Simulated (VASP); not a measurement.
Here is a VASP 6.6.1 calculation.

The input INCAR:

```
  PREC = Accurate
  ENCUT = 520
  EDIFF = 1E-6
  ISMEAR = 0
  SIGMA = 0.15
  LREAL = F
  LASPH = T
  NELM = 100
  ALGO = Normal
  ISIF = 2
  LWAVE = F
  LCHARG = T
  GGA = PS
  LELF = T
  LVHAR = T
  NBANDS = 33
```

Contents of KPOINTS:

```
regular mesh
0
Gamma
  12 12 16
```

The input POSCAR:

```
TaN
1.0
    5.3342884956      0.0000000000      0.0000000000
   -2.6671442478      4.6196293483      0.0000000000
    0.0000000000      0.0000000000      2.8959972730
Ta N
3 3
Direct
    0.3333333333      0.6666666667      0.5000000000
    0.6666666667      0.3333333333      0.5000000000
    0.0000000000      0.0000000000      0.0000000000
    0.3933709412      0.0000000000      0.0000000000
    0.6066290588      0.6066290588      0.0000000000
    0.0000000000      0.3933709412      0.0000000000
```

Potentials or basis: VASP PAW PBE potentials, release 64 (Ta_pv, N).

Command:

```sh
$ cat potpaw_PBE.64/Ta_pv/POTCAR potpaw_PBE.64/N/POTCAR > POTCAR
$ mpirun -np 1 vasp_std > vasp.out
```

**Question.** Estimate the pressure.

**Answer.** -16.3 GPa.

**Question.** What does it give for the band gap on the k mesh?

**Answer.** Zero (bands 24 and 25 overlap by 2.98 eV).

**Question.** Estimate the largest force.

**Answer.** 0.307 eV/Å.

Forces on the atoms (eV/Å):
```
Ta   0.000  0.000  0.000
Ta   0.000  0.000  0.000
Ta   0.000  0.000  0.000
N   -0.307  0.000  0.000
N    0.154  0.266  0.000
N    0.154 -0.266  0.000
```

Caveat: the cell differs from its parent crystal (strain +0.030 along x and y, +0.000 along z); the cell stands under tension; the PAW data sets were made with another functional, which shifts forces and pressure a little; spin-orbit coupling is left out, which moves the levels of the heavy elements.
